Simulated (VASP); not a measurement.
A run of VASP 6.6.1 is set up as follows.

The input POSCAR:

```
ZrH3
1.0
    3.0485776073      0.0000000000      0.0000000000
    0.0000000000      3.0485776073      0.0000000000
    0.0000000000      0.0000000000      3.0485776073
Zr H
1 3
Direct
    0.0000000000      0.0000000000      0.0000000000
    0.0000000000      0.5000000000      0.5000000000
    0.5000000000      0.0000000000      0.5000000000
    0.5000000000      0.5000000000      0.0000000000
```

INCAR.step1

```
  PREC = Accurate
  ENCUT = 520
  ISMEAR = 0
  SIGMA = 0.1
  LREAL = F
  LASPH = T
  NELM = 60
  NBANDS = 16
  GGA = PE
  ALGO = Normal
  EDIFF = 1E-4
  LWAVE = T
  LCHARG = F
```

File INCAR.step2:

```
  PREC = Accurate
  ENCUT = 520
  EDIFF = 1E-6
  ISMEAR = 0
  SIGMA = 0.1
  LREAL = F
  LASPH = T
  NELM = 60
  ALGO = Normal
  ISIF = 2
  LWAVE = F
  LCHARG = T
  METAGGA = R2SCAN
  LMIXTAU = T
  LELF = T
  LVHAR = T
  NBANDS = 16
  ISTART = 1
```

The input KPOINTS:

```
Automatic mesh
0
Gamma
  14 14 14
```

Potentials or basis: VASP PAW PBE potentials, release 64 (Zr_sv, H).

The run is started by

```console
$ cat potpaw_PBE.64/Zr_sv/POTCAR potpaw_PBE.64/H/POTCAR > POTCAR
$ cp INCAR.step1 INCAR
$ mpirun -np 1 vasp_std > vasp.out
$ cp INCAR.step2 INCAR
$ mpirun -np 1 vasp_std > vasp.out
```

Problem. Estimate the pressure.

Solution. 9.2 GPa.

Problem. Estimate the band gap on the k mesh.

Solution. Zero (an odd number of electrons rules out a gap without spin polarisation).

Caveat: the cell stands under pressure; the PAW data sets were made with another functional, which shifts forces and pressure a little.
